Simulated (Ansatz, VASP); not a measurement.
## BN: VASP beside Ansatz

INCAR

```
SYSTEM = BN
ALGO     = Normal         ! electronic algorithm
EDIFF    = 1E-6           ! SCF threshold, eV
ENCUT    = 600            ! plane-wave cutoff, eV
GGA      = PE             ! functional
GGA_COMPAT= .False.      
ISIF     = 2              ! what is computed and relaxed
ISMEAR   = 0              ! smearing method
LASPH    = .True.         ! aspherical terms in the spheres
LCHARG   = .True.         ! write CHGCAR
LELF     = .True.         ! ELF
LREAL    = .False.        ! projectors in reciprocal space
LVHAR    = .True.       
LWAVE    = .False.        ! write WAVECAR
NBANDS   = 11             ! bands
NELM     = 120            ! most SCF steps
PREC     = Accurate       ! precision mode
SIGMA    = 0.01           ! smearing width, eV
```

The input KPOINTS:

```
k-points
0
Gamma
  10 10 10
  0 0 0
```

The input POSCAR:

```
BN
1.0
    0.0000000000      1.6423135918      1.6423135918
    1.6423135918      0.0000000000      1.6423135918
    1.6423135918      1.6423135918      0.0000000000
B N
1 1
Direct
    0.0000000000      0.0000000000      0.0000000000
    0.2500000000      0.2500000000      0.2500000000
```

Input for Ansatz:

```yaml
crystal:
  lattice:
    - [0.0, 1.6423135918, 1.6423135918]
    - [1.6423135918, 0.0, 1.6423135918]
    - [1.6423135918, 1.6423135918, 0.0]
  atoms:
    - { symbol: B, position: [0.0, 0.0, 0.0] }
    - { symbol: "N", position: [0.25, 0.25, 0.25] }
scf:
  occupations: { method: fixed }
output:
  forces: true
  stress: true
  eigenvalues: true
  write_density: true
  write_potential: true
  elf: true
  volumetric_format: npy
hamiltonian:
  xc: pbe
basis:
  ecutwfc: 600
kpoints:
  mp_grid: { grid: [10, 10, 10] }
```

Alike in both runs: task single point; functional PBE; k mesh 10 × 10 × 10; no spin polarisation.

```csv
,VASP,Ansatz
version,VASP 6.6.1,Ansatz 0.2.0
potentials or method,"VASP PAW PBE potentials, release 64 (B, N), cutoff 600 eV","scalar-relativistic, plane waves, PAW"
occupations,"gaussian, width 0.01 eV",fixed
valence electrons in the cell,8,8
```

Ansatz gave:

* gap on the k mesh at the Fermi level (eV): 4.74
* least direct gap on the mesh (eV): 10.22

Q: Which values does VASP return?

A: gap on the k mesh at the Fermi level (eV): 4.71; least direct gap on the mesh (eV): 10.19.
